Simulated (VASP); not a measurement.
## TiAl3: relaxation of cell and atoms with PBE

The system is TiAl3.

```
Ti Al
1.0
     3.75619    0.00000    0.00000
     0.00000    3.75619    0.00000
     0.00000    0.00000    3.75619
Ti Al
1 3
Direct
  0.00000 0.00000 0.00000
  0.50000 0.50000 0.00000
  0.50000 0.00000 0.50000
  0.00000 0.50000 0.50000
```

```yaml
Program: VASP 6.6.1
Task: relaxation of cell and atoms
Functional: PBE
Potentials_or_basis: VASP PAW PBE potentials, release 64 (Ti_sv, Al)
Cutoff: 600 eV
k_mesh: 12 × 12 × 12
Occupations: gaussian, width 0.1 eV
Spin: no spin polarisation
Target_pressure: 25 GPa
Dipole_correction: no
Further_INCAR_settings: ALGO = Normal; EDIFF = 1e-06; IBRION = 2; EDIFFG = -0.008; NSW = 70; ISIF = 3
```

The relaxed volume is 13.32 Å³/atom and the relaxed cell is a = 3.763 Å, b = 3.763 Å, c = 3.763 Å, α = 90.00°, β = 90.00°, γ = 90.00°. The space group after relaxing (to 0.1 Å) is Pm-3m (No. 221). The energy change on relaxing (the run minimises the enthalpy) is -11.0 meV/atom and the ionic steps are 3. The pressure after relaxing is 25.0 GPa and the band gap on the k mesh is zero (an odd number of electrons rules out a gap without spin polarisation).

The path:
| step | energy change (eV) | largest force (eV/Å) | pressure (GPa) | volume (Å³) |
| --- | --- | --- | --- | --- |
| 1 | 0.0000 | 0.0000 | 26.05 | 53.00 |
| 2 | -0.1037 | 0.0000 | 23.59 | 53.67 |
| 3 | -0.0440 | 0.0000 | 25.00 | 53.27 |

Final structure:
```cif
data_structure
_symmetry_space_group_name_H-M 'P 1'
_symmetry_Int_Tables_number 1
_cell_length_a 3.7627
_cell_length_b 3.7627
_cell_length_c 3.7627
_cell_angle_alpha 90.000
_cell_angle_beta 90.000
_cell_angle_gamma 90.000
_cell_volume 53.27
loop_
_atom_site_label
_atom_site_type_symbol
_atom_site_fract_x
_atom_site_fract_y
_atom_site_fract_z
_atom_site_occupancy
Ti1 Ti 0.00000 0.00000 0.00000 1
Al1 Al 0.50000 0.50000 0.00000 1
Al2 Al 0.50000 0.00000 0.50000 1
Al3 Al 0.00000 0.50000 0.50000 1
```

Levels at points of the mesh, in eV from the Fermi level:
```csv
k point,band 8,band 9,band 10,band 11,band 12,band 13
"(0.00, 0.00, 0.00)",-2.29,-2.29,-2.29,0.10,0.10,0.10
"(0.50, 0.00, 0.00)",-2.60,-2.60,0.44,0.90,0.90,0.92
"(0.50, 0.50, 0.00)",-5.53,-1.48,-1.48,0.69,1.08,1.09
"(0.50, 0.50, 0.50)",-5.53,-3.76,-3.76,-3.76,0.47,1.47
```

It took 64 s on 1 thread of Intel(R) Xeon(R) 6975P-C (Granite Rapids), on a shared host, peak memory 0.22 GiB.

Caveat: the cell is relaxed towards a set pressure, so the run minimises the enthalpy, not the energy.
